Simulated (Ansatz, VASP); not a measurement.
**NaMgI3: VASP beside Ansatz**

```
Na Mg I
1.0
     5.84621    0.00000    0.00000
     0.00000    5.84621    0.00000
     0.00000    0.00000    5.84621
Na Mg I
1 1 3
Direct
  0.00000 0.00000 0.00000
  0.50000 0.50000 0.50000
  0.50000 0.50000 0.00000
  0.50000 0.00000 0.50000
  0.00000 0.50000 0.50000
```

Change from the starting cell: hydrostatic strain +1.0%.

Alike in both runs: task single point; functional PBE; k mesh 4 × 4 × 4; occupations fermi-dirac, width 0.02 eV; no spin polarisation.

```csv
,VASP,Ansatz
version,VASP 6.6.1,Ansatz 0.2.0
potentials or method,"VASP PAW PBE potentials, release 64 (Na_pv, Mg, I)","plane waves, PAW"
plane-wave cutoff (eV),520,420
valence electrons in the cell,30,70
```

```csv
,VASP,Ansatz,Ansatz less VASP
gap on the k mesh at the Fermi level (eV),1.15,1.17,+0.017
pressure (GPa),-0.3,-0.3,+0.03
```

With one functional, cell and mesh, what is left measures potentials, basis and numerics. VASP's potentials hold 30 valence electrons a cell and Ansatz's 70, so a difference there can come from the potentials and not from the codes.

Neither program's run includes spin-orbit coupling.
